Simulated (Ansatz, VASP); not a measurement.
W in VASP and in Ansatz

```xyz
1
Lattice="-1.5754 1.5754 1.5754 1.5754 -1.5754 1.5754 1.5754 1.5754 -1.5754" Properties=species:S:1:pos:R:3 pbc="T T T"
W     0.0000    0.0000    0.0000
```

Alike in both runs: task single point; functional revPBE; k mesh 23 × 23 × 23; occupations fermi-dirac, width 0.1 eV; no spin polarisation.

```csv
,VASP,Ansatz
version,VASP 6.6.1,Ansatz 0.2.0
potentials or method,"VASP PAW PBE potentials, release 64 (W_sv), cutoff 520 eV","plane waves (420 eV) with PAW, scalar-relativistic"
valence electrons in the cell,14,14
```

```csv
,VASP,Ansatz,Ansatz less VASP
pressure (GPa),13.5,12.9,-0.61
```

VASP's potentials were made for PBE, not for revPBE.

Neither program's run includes spin-orbit coupling.
